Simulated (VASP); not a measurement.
Input of a VASP 6.6.1 run:

POSCAR

```
BeTe
1.0
    3.8635963340      0.0000000000      0.0000000000
   -1.9317981670      3.3459725752      0.0000000000
    0.0000000000      0.0000000000      6.0034039917
Be Te
2 2
Direct
    0.0000000000      0.0000000000      0.0000000000
    0.0000000000      0.0000000000      0.5000000000
    0.3333333333      0.6666666667      0.2500000000
    0.6666666667      0.3333333333      0.7500000000
```

File INCAR.step1:

```
SYSTEM = BeTe
PREC = Accurate
ENCUT = 520
ISMEAR = -1
SIGMA = 0.02
LREAL = .False.
LASPH = .True.
NELM = 80
NBANDS = 16
GGA = PE
ALGO = Normal
EDIFF = 1E-4
LWAVE = .True.
LCHARG = .False.
```

INCAR.step2

```
SYSTEM = BeTe
PREC = Accurate
ENCUT = 520
EDIFF = 1E-7
ISMEAR = -1
SIGMA = 0.02
LREAL = .False.
LASPH = .True.
NELM = 80
ALGO = Normal
ISIF = 2
LWAVE = .False.
LCHARG = .True.
METAGGA = R2SCAN
LMIXTAU = .True.
LELF = .True.
LVHAR = .True.
NBANDS = 16
ISTART = 1
```

File KPOINTS:

```
regular mesh
0
Gamma
  6 6 4
  0 0 0
```

Potentials or basis: VASP PAW PBE potentials, release 64 (Be, Te).

The run is started by

```sh
$ cat potpaw_PBE.64/Be/POTCAR potpaw_PBE.64/Te/POTCAR > POTCAR
$ cp INCAR.step1 INCAR
$ mpirun -np 1 vasp_std > vasp.out
$ cp INCAR.step2 INCAR
$ mpirun -np 1 vasp_std > vasp.out
```

(1) What does it give for the pressure?

(2) Predict the band gap on the k mesh.

Answers

(1) 0.2 GPa.

(2) zero (band 8 reaches 7.61 eV, above the bottom of band 9 at 6.47 eV).

Caveat: the PAW data sets were made with another functional, which shifts forces and pressure a little; spin-orbit coupling is left out, which moves the levels of the heavy elements.
